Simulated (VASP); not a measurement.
Wanted: the native input for a VASP 6.6.1 run.

```
Task                   : single point
Functional             : PBE
Potentials or basis    : VASP PAW PBE potentials, release 64 (Si, Sn_d, Se, S)
Cutoff                 : 500 eV
k mesh                 : 4 × 4 × 4
Occupations            : gaussian, width 0.15 eV
Spin                   : no spin polarisation
Dipole correction      : no
Further INCAR settings : ALGO = Normal; EDIFF = 1e-06; NBANDS = 26
```

The structure of SiSnSeS2 lies in POSCAR:

```
SiSnSeS2
1.0
   -2.6045231029      2.6045231029      4.2701269353
    2.6045231029     -2.6045231029      4.2701269353
    2.6045231029      2.6045231029     -4.2701269353
Si Sn Se S
1 1 1 2
Direct
    0.0000000000      0.0000000000      0.0000000000
    0.2500000000      0.7500000000      0.5000000000
    0.7500000000      0.2500000000      0.5000000000
    0.6915905244      0.6915905244      0.0000000000
    0.3084094756      0.3084094756      0.0000000000
```

The cell was generated, and may not be a known phase.

One way to write it, as run:

INCAR

```
SYSTEM = SiSnSeS2
PREC = Accurate ; ENCUT = 500
EDIFF = 1E-6 ; ISMEAR = 0
SIGMA = 0.15 ; LREAL = .FALSE.
LASPH = .TRUE. ; NELM = 120
ALGO = Normal ; ISIF = 2
LWAVE = .FALSE. ; LCHARG = .FALSE.
GGA = PE ; NBANDS = 26
GGA_COMPAT = .FALSE.
```

KPOINTS

```
regular mesh
0
G
  4 4 4
  0 0 0
```

Potentials or basis: VASP PAW PBE potentials, release 64 (Si, Sn_d, Se, S).

Command:

```bash
$ cat potpaw_PBE.64/Si/POTCAR potpaw_PBE.64/Sn_d/POTCAR potpaw_PBE.64/Se/POTCAR potpaw_PBE.64/S/POTCAR > POTCAR
$ mpirun -np 1 vasp_std > vasp.out
```

Results of the run:

The pressure is 0.1 GPa, the largest force is 0.016 eV/Å and the band gap on the k mesh is zero (bands 18 and 19 overlap by 1.61 eV).

Caveat: spin-orbit coupling is left out, which moves the levels of the heavy elements.

It took 46 s on 1 thread of Intel Xeon 8259CL (shared host), peak memory 0.28 GiB.
